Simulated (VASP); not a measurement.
# SnO2 (C2/c) in VASP: single point with r2SCAN

Aim: the single point of SnO2 with r2SCAN.

Program: VASP 6.6.1. These are calculated values, not measurements. Logs are shortened: lines on timing, memory, paths and dates and some standing lists are left out, and cuts for length are marked.

## Step 1: The cell of the first run

It takes space group C2/c (No. 15, monoclinic). Conventional cell: a = 5.656 Å, b = 5.656 Å, c = 5.833 Å, α = 90.00°, β = 119.00°, γ = 90.00°. Within 2.7 Å of Sn (site symmetry 2) lie 6 O at 2.02 to 2.09 Å. Within 2.7 Å of O (site symmetry 1) lie 3 Sn at 2.02 to 2.09 Å and 2 O at 2.51 to 2.63 Å.

## Step 2: Single point, r2SCAN (atoms displaced along a vibrational mode)

POSCAR

```
SnO2
1.0
   -1.9995434675      1.9995434675      5.1020851542
    1.9995434675     -1.9995434675      5.1020851542
    1.9995434675      1.9995434675     -5.1020851542
Sn O
2 4
Direct
    0.7323182943      0.2323182943      0.4646365887
    0.0176817057      0.0176817057      0.0353634113
    0.7769514369      0.7867969940     -0.0289842248
    0.9730485631      0.4632030060      0.5289842248
    0.1940643382      0.1842187811     -0.0289842248
    0.5559356618      0.0657812189      0.5289842248
```

INCAR.step1

```
PREC = Accurate ; ENCUT = 520
ISMEAR = 0 ; SIGMA = 0.05
LREAL = F ; LASPH = T
NELM = 100 ; NBANDS = 35
GGA = PE ; ALGO = Normal
EDIFF = 1E-4 ; LWAVE = T
LCHARG = F
```

INCAR.step2

```
PREC = Accurate ; ENCUT = 520
EDIFF = 1E-6 ; ISMEAR = 0
SIGMA = 0.05 ; LREAL = F
LASPH = T ; NELM = 100
ALGO = Normal ; ISIF = 2
LWAVE = F ; LCHARG = F
METAGGA = R2SCAN ; LMIXTAU = T
NBANDS = 35 ; ISTART = 1
```

KPOINTS

```
Automatic mesh
0
Gamma
  10 10 10
```

Potentials or basis: VASP PAW PBE potentials, release 64 (Sn_d, O).

Launch:

```console
$ cat potpaw_PBE.64/Sn_d/POTCAR potpaw_PBE.64/O/POTCAR > POTCAR
$ cp INCAR.step1 INCAR
$ mpirun -np 1 vasp_std > vasp.out
$ cp INCAR.step2 INCAR
$ mpirun -np 1 vasp_std > vasp.out
```

OUTCAR:

```text
PREC = Accurate
   ENCUT = 520
   EDIFF = 1E-6
   ISMEAR = 0
   LREAL = F
   LASPH = T
   NELM = 100
   ISIF = 2
   METAGGA = R2SCAN
   ISTART = 1

 ion  position               nearest neighbor table
   1  0.732  0.232  0.465-   3 2.02   5 2.02   6 2.09   4 2.09   3 2.09   5 2.09   2 3.16   2 3.16
                             2 3.33   2 3.33
   2  0.018  0.018  0.035-   6 2.02   4 2.02   5 2.09   3 2.09   6 2.09   4 2.09   1 3.16   1 3.16
                             1 3.33   1 3.33
   3  0.777  0.787  0.971-   1 2.02   2 2.09   1 2.09
   4  0.973  0.463  0.529-   2 2.02   1 2.09   2 2.09
   5  0.194  0.184  0.971-   1 2.02   2 2.09   1 2.09
   6  0.556  0.066  0.529-   2 2.02   1 2.09   2 2.09

  LATTYP: Found a body centered tetragonal cell.
 ALAT       =     3.9990869350
 C/A-ratio  =     2.5516250270

  Lattice vectors:

 A1 = (  -1.9995434675,   1.9995434675,   5.1020851542)
 A2 = (   1.9995434675,  -1.9995434675,   5.1020851542)
 A3 = (   1.9995434675,   1.9995434675,  -5.1020851542)

Analysis of symmetry for initial positions (statically):
=====================================================================
 Subroutine PRICEL returns:
 Original cell was already a primitive cell.

 Routine SETGRP: Setting up the symmetry group for a
 body centered tetragonal supercell.

 Subroutine GETGRP returns: Found  4 space group operations
 (whereof  2 operations were pure point group operations)
 out of a pool of 16 trial point group operations.

The static configuration has the point symmetry C_2 .
 The point group associated with its full space group is C_2h.

Analysis of symmetry for dynamics (positions and initial velocities):
=====================================================================
 Subroutine PRICEL returns:
 Original cell was already a primitive cell.

 Routine SETGRP: Setting up the symmetry group for a
 body centered tetragonal supercell.

 Subroutine GETGRP returns: Found  4 space group operations
 (whereof  2 operations were pure point group operations)
 out of a pool of 16 trial point group operations.

The dynamic configuration has the point symmetry C_2 .
 The point group associated with its full space group is C_2h.

 Subroutine INISYM returns: Found  4 space group operations
 (whereof  2 operations are pure point group operations),
 and found     1 'primitive' translations

----------------------------------------------------------------------------------------

                                     Primitive cell

  volume of cell :      81.5961

  direct lattice vectors                    reciprocal lattice vectors
    -1.999543467  1.999543467  5.102085154     0.000000000  0.250057080  0.097999148
     1.999543467 -1.999543467  5.102085154     0.250057080  0.000000000  0.097999148
     1.999543467  1.999543467 -5.102085154     0.250057080  0.250057080  0.000000000

  length of vectors
     5.833319902  5.833319902  5.833319902     0.268574712  0.268574712  0.353634113

  position of ions in fractional coordinates (direct lattice)
     0.732318294  0.232318294  0.464636589
     0.017681706  0.017681706  0.035363411
     0.776951437  0.786796994  0.971015775
     0.973048563  0.463203006  0.528984225
     0.194064338  0.184218781  0.971015775
     0.555935662  0.065781219  0.528984225

  ion indices of the primitive-cell ions
   primitive index   ion index
                 1           1
                 2           2
                 3           3
                 4           4
                 5           5
                 6           6

----------------------------------------------------------------------------------------

 KPOINTS: Automatic mesh

Automatic generation of k-mesh.
 Grid dimensions read from file:
 generate k-points for:   10   10   10

 Generating k-lattice:

  Cartesian coordinates                     Fractional coordinates (reciprocal lattice)
     0.000000000  0.025005708  0.009799915     0.100000000  0.000000000 -0.000000000
     0.025005708  0.000000000  0.009799915     0.000000000  0.100000000 -0.000000000
     0.025005708  0.025005708  0.000000000     0.000000000  0.000000000  0.100000000

  Length of vectors
     0.026857471  0.026857471  0.035363411

  Shift w.r.t. Gamma in fractional coordinates (k-lattice)
     0.000000000  0.000000000  0.000000000

 Subroutine IBZKPT returns following result:
 ===========================================

 Found    282 irreducible k-points:

 Following reciprocal coordinates:
            Coordinates               Weight
  0.000000  0.000000  0.000000      1.000000
  0.100000  0.000000 -0.000000      4.000000
  0.000000  0.100000 -0.000000      4.000000
  0.200000  0.000000 -0.000000      4.000000
  0.000000  0.200000 -0.000000      4.000000
  0.300000  0.000000  0.000000      4.000000
[... 16 lines left out ...]
  0.400000  0.100000 -0.000000      4.000000
  0.000000  0.500000 -0.100000      4.000000
 [... further k-points ...]
   k-points           NKPTS =    282   k-points in BZ     NKDIM =    282   number of bands    NBANDS=     35
   number of dos      NEDOS =    301   number of ions     NIONS =      6
   total plane-waves  NPLWV = 110592
   dimension x,y,z NGX =    48 NGY =   48 NGZ =   48
   dimension x,y,z NGXF=    96 NGYF=   96 NGZF=   96
   ions per type =               2   4
   NGX,Y,Z   is equivalent  to a cutoff of  13.68, 13.68, 13.68 a.u.
   NGXF,Y,Z  is equivalent  to a cutoff of  27.36, 27.36, 27.36 a.u.
 SYSTEM =  unknown system
   PREC   = accura    normal or accurate (medium, high low for compatibility)
   ISTART =      1    job   : 0-new  1-cont  2-samecut
   ICHARG =      0    charge: 1-file 2-atom 10-const
   ISPIN  =      1    spin polarized calculation?
   LNONCOLLINEAR =      F non collinear calculations
   LSORBIT =      F    spin-orbit coupling
   LASPH  =      T    aspherical Exc in radial PAW
   ENCUT  =  520.0 eV  38.22 Ry    6.18 a.u.  10.85 10.85 10.85*2*pi/ulx,y,z
   NELM   =    100;   NELMIN=  2; NELMDL=  0     # of ELM steps
   EDIFF  = 0.1E-05   stopping-criterion for ELM
   LREAL  =      F    real-space projection
[... 7 lines left out ...]
   TEBEG  =    0.0;   TEEND  =   0.0 temperature during run
   PSTRESS=    0.0 pullay stress
   NELECT =      52.0000    total number of electrons
   NUPDOWN=      -1.0000    fix difference up-down
   EMIN   =  10.00;   EMAX   =-10.00  energy-range for DOS
   EFERMI =   0.00;   METHOD = LEGACY
   ISMEAR =     0;   SIGMA  =   0.05  broadening in eV -4-tet -1-fermi 0-gaus
   EFERMI_NEDOS =   21; number of points for ismear=-14 and -15
   IALGO  =     38    algorithm
   IMIX   =      4    mixing-type and parameters
     AMIX     =   0.40;   BMIX     =  1.00
     AMIX_MAG =   1.60;   BMIX_MAG =  1.00
  volume/ion in A,a.u.               =      13.60        91.77
  Fermi-wavevector in a.u.,A,eV,Ry     =   1.408811  2.662267 27.004152  1.984749
  Thomas-Fermi vector in A             =   2.530931
   LORBIT       =      0    0 simple, 1 ext, 2 COOP (PROOUT), +10 PAW based schemes
   METAGGA = R2SCAN    functional components
   LHFCALC =     F    Hartree Fock is set to
   AEXX    =    0.0000 exact exchange contribution
   IVDW    =     0    specifies the selected vdW correction
   LEPSILON=     F    determine dielectric tensor
   LRPA    =     F    only Hartree local field effects (RPA)
 non-spin polarized calculation
 Gauss-broadening in eV      SIGMA  =   0.05
  energy-cutoff  :      520.00
  volume of cell :       81.60
 maximum number of plane-waves:      2242
 NGX is ok and might be reduce to    48
   NGX = 21   NGY = 21   NGZ = 21

 number of electron      52.0000001 magnetization

 Free energy of the ion-electron system (eV)
  ---------------------------------------------------
  ext. energy  EPLUGINS =         0.00000000
  ---------------------------------------------------
  free energy    TOTEN  =       -83.98125012 eV

  energy without entropy =      -83.98125012  energy(sigma->0) =      -83.98125012

 E-fermi :   4.0202     XC(G=0): -11.0781

 val. band max:        3.7319492085   @ k =   0.3000   0.3000   0.2000
 cond. band min:       5.9693913151   @ k =   0.0000   0.0000   0.0000
 fundamental gap:      2.2374421067
 Fermi energy:         4.0202374557

 k-point     1 :       0.0000    0.0000    0.0000
  band No.  band energies     occupation
      1     -17.3784      2.00000
      2     -17.3664      2.00000
      3     -17.2235      2.00000
      4     -16.5346      2.00000
      5     -16.3523      2.00000
      6     -16.3493      2.00000
[... 27 lines left out ...]
     34      17.1486      0.00000
     35      17.1489      0.00000

 k-point     2 :       0.1000    0.0000   -0.0000
  band No.  band energies     occupation
      1     -17.4084      2.00000
      2     -17.2963      2.00000
      3     -17.2117      2.00000
      4     -16.5328      2.00000
      5     -16.3546      2.00000
      6     -16.3508      2.00000
[... 27 lines left out ...]
     34      16.6800      0.00000
     35      16.9677      0.00000

 k-point     3 :       0.0000    0.1000   -0.0000
  band No.  band energies     occupation
      1     -17.4015      2.00000
      2     -17.3043      2.00000
      3     -17.2033      2.00000
      4     -16.5438      2.00000
      5     -16.3529      2.00000
      6     -16.3481      2.00000
[... 27 lines left out ...]
     34      16.6675      0.00000
     35      17.0009      0.00000

 k-point     4 :       0.2000    0.0000   -0.0000
  band No.  band energies     occupation
      1     -17.4171      2.00000
      2     -17.2255      2.00000
      3     -17.1342      2.00000
      4     -16.5275      2.00000
      5     -16.3621      2.00000
      6     -16.3535      2.00000
[... 27 lines left out ...]
     34      16.3150      0.00000
     35      16.5336      0.00000

 k-point     5 :       0.0000    0.2000   -0.0000
  band No.  band energies     occupation
      1     -17.3998      2.00000
      2     -17.2352      2.00000
      3     -17.1141      2.00000
      4     -16.5710      2.00000
      5     -16.3558      2.00000
      6     -16.3467      2.00000
[... 638 lines left out ...]
 k-point    22 :       0.4000    0.0000   -0.3000
  band No.  band energies     occupation
      1     -17.4087      2.00000
      2     -17.2003      2.00000
      3     -16.9447      2.00000
      4     -16.4575      2.00000
      5     -16.3922      2.00000
      6     -16.3567      2.00000
[... 27 lines left out ...]
     34      16.2700      0.00000
     35      16.6918      0.00000

 k-point    23 :       0.4000    0.1000   -0.0000
  band No.  band energies     occupation
      1     -17.3980      2.00000
      2     -17.1496      2.00000
      3     -16.8327      2.00000
      4     -16.4817      2.00000
      5     -16.4015      2.00000
      6     -16.3475      2.00000
[... 27 lines left out ...]
     34      16.2907      0.00000
     35      16.8243      0.00000

 k-point    24 :       0.0000    0.5000   -0.1000
  band No.  band energies     occupation
      1     -17.3619      2.00000
      2     -17.1101      2.00000
      3     -16.8318      2.00000
      4     -16.6265      2.00000
      5     -16.3876      2.00000
      6     -16.3265      2.00000
[... 27 lines left out ...]
     34      16.3633      0.00000
     35      16.8477      0.00000

 [... further k-points ...]

------------------------ aborting loop because EDIFF is reached ----------------------------------------

  FORCE on cell =-STRESS in cart. coord.  units (eV):
  Direction    XX          YY          ZZ          XY          YZ          ZX
  --------------------------------------------------------------------------------------
  -------------------------------------------------------------------------------------
  Total        0.5518421      0.5518421      0.4062778     -0.3083682      2.0276533     -2.0276598
  in kB       10.8356766     10.8356766      7.9774542     -6.0549526     39.8139150    -39.8140437
  external PRESSURE =       9.8829358 kB  Pullay stress =       0.0000000 kB

 VOLUME and BASIS-vectors are now :
 -----------------------------------------------------------------------------
  energy-cutoff  :      520.00
  volume of cell :       81.60
      direct lattice vectors                 reciprocal lattice vectors
    -1.999543467  1.999543467  5.102085154     0.000000000  0.250057080  0.097999148
     1.999543467 -1.999543467  5.102085154     0.250057080  0.000000000  0.097999148
     1.999543467  1.999543467 -5.102085154     0.250057080  0.250057080  0.000000000

 POSITION                                       TOTAL-FORCE (eV/Angst)
 -----------------------------------------------------------------------------------
     -0.07071      1.92883      2.55104         0.756944      0.756944     -0.000000
      0.07071      0.07071      0.00000        -0.756944     -0.756944      0.000000
      1.96127      1.92190      3.02417         0.016463      0.110353      0.042725
      0.03827      2.07719      4.62896        -0.016463     -0.110353     -0.042725
      1.92190      1.96127     -3.02417         0.110353      0.016463     -0.042725
      0.07764      2.03781      0.47313        -0.110353     -0.016463      0.042725
 -----------------------------------------------------------------------------------
    total drift:                               -0.000001     -0.000001      0.000001

  FREE ENERGIE OF THE ION-ELECTRON SYSTEM (eV)
  ---------------------------------------------------
  free  energy   TOTEN  =       -83.9812501240 eV

  energy  without entropy=      -83.9812501240  energy(sigma->0) =      -83.98125012
```

It took 2.5 h on 1 thread of Oxide Virtual Turin-like, shared host; peak memory 0.77 GiB.

Results:

```
Free energy            : -83.9813 eV
Pressure               : 1.0 GPa
Largest force          : 1.070 eV/Å
Band gap on the k mesh : 2.24 eV (least direct gap 2.69 eV)
```

Forces on the atoms (eV/Å):
```
Sn   0.757  0.757  0.000
Sn  -0.757 -0.757  0.000
O    0.016  0.110  0.043
O   -0.016 -0.110 -0.043
O    0.110  0.016 -0.043
O   -0.110 -0.016  0.043
```

Stress tensor (GPa, compression positive):
```
 1.08 -0.61 -3.98
-0.61  1.08  3.98
-3.98  3.98  0.80
```

Caveat: the cell differs from its parent crystal (atoms displaced along a vibrational mode); the PAW data sets were made with another functional, which shifts forces and pressure a little; spin-orbit coupling is left out, which moves the levels of the heavy elements. A k mesh can miss the band edges.
